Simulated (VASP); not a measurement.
Here is a VASP 6.6.1 calculation.

File INCAR:

```
PREC = Accurate ; ENCUT = 520
EDIFF = 1E-6 ; ISMEAR = 0
SIGMA = 0.1 ; LREAL = F
LASPH = T ; NELM = 60
ALGO = Normal ; ISIF = 2
LWAVE = F ; LCHARG = T
GGA = PE ; IVDW = 12
LELF = T ; LVHAR = T
NBANDS = 28
```

Contents of KPOINTS:

```
Automatic mesh
0
Gamma
  12 12 10
```

File POSCAR:

```
SnO
1.0
    3.7979654316      0.0000000000      0.0000000000
    0.0000000000      3.7979654316      0.0000000000
    0.0000000000      0.0000000000      4.5652600192
Sn O
2 2
Direct
    0.5000000000      0.0000000000      0.2543646068
    0.0000000000      0.5000000000      0.7456353932
    0.0000000000      0.0000000000      0.0000000000
    0.5000000000      0.5000000000      0.0000000000
```

Potentials or basis: VASP PAW PBE potentials, release 64 (Sn_d, O).

The run is started by

```sh
$ cat potpaw_PBE.64/Sn_d/POTCAR potpaw_PBE.64/O/POTCAR > POTCAR
$ mpirun -np 1 vasp_std > vasp.out
```

(1) What does it give for the dispersion energy per atom?

(2) Predict the pressure.

(3) What does it give for the largest force?

(4) Estimate the band gap on the k mesh.

## Answers

(1) -0.250 eV.

(2) 2.8 GPa.

(3) 0.073 eV/Å.

(4) zero (bands 20 and 21 overlap by 0.39 eV).

Caveat: semilocal functionals underestimate gaps, so a narrow gap can read as zero; spin-orbit coupling is left out, which moves the levels of the heavy elements.
